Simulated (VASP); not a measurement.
A run of VASP 6.6.1 is set up as follows.

INCAR

```
SYSTEM = K
  ALGO = Normal
  EDIFF = 1E-6
  ENCUT = 520
  GGA = PE
  ISIF = 2
  ISMEAR = -5
  LASPH = .TRUE.
  LCHARG = .FALSE.
  LREAL = .FALSE.
  LWAVE = .FALSE.
  NBANDS = 30
  NELM = 60
  PREC = Accurate
  SIGMA = 0.05
```

File KPOINTS:

```
k-points
0
G
  4 4 1
  0 0 0
```

The input POSCAR:

```
K
1.0
    4.7623960204      0.0000000000      0.0000000000
   -2.3811980102      4.1243559365      0.0000000000
    0.0000000000      0.0000000000     30.6599426400
K
5
Direct
    0.6666666700      0.3333333400      0.2446188529
    0.3333333300      0.6666666600      0.3723094265
    0.6666666700      0.3333333400      0.5000000000
    0.3333333300      0.6666666600      0.6276905735
    0.6666666700      0.3333333400      0.7553811471
```

Potentials or basis: VASP PAW PBE potentials, release 64 (K_sv).

Command:

```sh
$ cat potpaw_PBE.64/K_sv/POTCAR > POTCAR
$ mpirun -np 1 vasp_std > vasp.out
```

Problem. Predict the largest force.

Solution. 0.066 eV/Å.

Problem. What does it give for the band gap on the k mesh?

Solution. Zero (an odd number of electrons rules out a gap without spin polarisation).

Forces in eV/Å, atoms in the order of the input:
```
K    0.000  0.000  0.066
K    0.000  0.000 -0.004
K    0.000  0.000  0.000
K    0.000  0.000  0.004
K    0.000  0.000 -0.066
```

Caveat: the k points lie up to 0.38 Å⁻¹ apart, too coarse for converged energies and pressures of a metal; tetrahedron occupations give inexact forces and stress in metals.
